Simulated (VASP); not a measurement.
Set up this calculation in VASP 6.6.1, as the native input.

* Task: single point
* Functional: r2SCAN
* Potentials or basis: VASP PAW PBE potentials, release 64 (Sb)
* Cutoff: 520 eV
* k mesh: 16 × 16 × 16
* Occupations: gaussian, width 0.1 eV
* Spin: no spin polarisation
* Dipole correction: no
* Further INCAR settings: ALGO = Normal; EDIFF = 1e-07; NBANDS = 8

Crystal: Sb.

```xyz
1
Lattice="3.0875 0.0000 0.0000 0.0000 3.0875 0.0000 0.0000 0.0000 3.0875" Properties=species:S:1:pos:R:3 pbc="T T T"
Sb    0.0000    0.0000    0.0000
```

This isn't the form of Sb at room conditions, which is rhombohedral.

The input as run:

POSCAR

```
Sb
1.0
    3.0875323685      0.0000000000      0.0000000000
    0.0000000000      3.0875323685      0.0000000000
    0.0000000000      0.0000000000      3.0875323685
Sb
1
Direct
    0.0000000000      0.0000000000      0.0000000000
```

INCAR.step1

```
SYSTEM = Sb
PREC = Accurate ; ENCUT = 520
ISMEAR = 0 ; SIGMA = 0.1
LREAL = .FALSE. ; LASPH = .TRUE.
NELM = 80 ; NBANDS = 8
GGA = PE ; ALGO = Normal
EDIFF = 1E-4 ; LWAVE = .TRUE.
LCHARG = .FALSE.
```

INCAR.step2

```
SYSTEM = Sb
PREC = Accurate ; ENCUT = 520
EDIFF = 1E-7 ; ISMEAR = 0
SIGMA = 0.1 ; LREAL = .FALSE.
LASPH = .TRUE. ; NELM = 80
ALGO = Normal ; ISIF = 2
LWAVE = .FALSE. ; LCHARG = .TRUE.
METAGGA = R2SCAN ; LMIXTAU = .TRUE.
LELF = .TRUE. ; LVHAR = .TRUE.
NBANDS = 8 ; ISTART = 1
```

KPOINTS

```
regular mesh
0
G
  16 16 16
  0 0 0
```

Potentials or basis: VASP PAW PBE potentials, release 64 (Sb).

Launch:

```sh
$ cat potpaw_PBE.64/Sb/POTCAR > POTCAR
$ cp INCAR.step1 INCAR
$ mpirun -np 1 vasp_std > vasp.out
$ cp INCAR.step2 INCAR
$ mpirun -np 1 vasp_std > vasp.out
```

It gave:

| Quantity | Value |
| --- | --- |
| Pressure | -0.2 GPa |
| Band gap on the k mesh | zero (an odd number of electrons rules out a gap without spin polarisation) |

Caveat: the PAW data sets were made with another functional, which shifts forces and pressure a little; spin-orbit coupling is left out, which moves the levels of the heavy elements.

Run time: 60 s on 1 thread of Intel(R) Xeon(R) Platinum 8259CL CPU @ 2.50GHz (Skylake/Cascade Lake), with other jobs on the host, peak memory 0.17 GiB.
